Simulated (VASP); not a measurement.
Input of a VASP 6.6.1 run:

Contents of INCAR:

```
ALGO = Normal
EDIFF = 1E-7
ENCUT = 520
GGA = CA
ISIF = 2
ISMEAR = -1
LASPH = True
LCHARG = False
LREAL = False
LWAVE = False
NBANDS = 10
NELM = 100
PREC = Accurate
SIGMA = 0.1
```

File KPOINTS:

```
k-points
0
Gamma
  14 14 14
```

POSCAR

```
Ir
1.0
    2.5937362337      0.0000000000      0.0000000000
    0.0000000000      2.5937362337      0.0000000000
    0.0000000000      0.0000000000      2.5937362337
Ir
1
Direct
    0.0000000000      0.0000000000      0.0000000000
```

Potentials or basis: VASP PAW LDA potentials, release 64 (Ir).

Command:

```bash
$ cat potpaw_LDA.64/Ir/POTCAR > POTCAR
$ mpirun -np 1 vasp_std > vasp.out
```

(1) What does it give for the pressure?

(2) What does it give for the band gap on the k mesh?

Answers

(1) -17.7 GPa.

(2) zero (an odd number of electrons rules out a gap without spin polarisation).

Caveat: the cell stands under tension; spin-orbit coupling is left out, which moves the levels of the heavy elements.
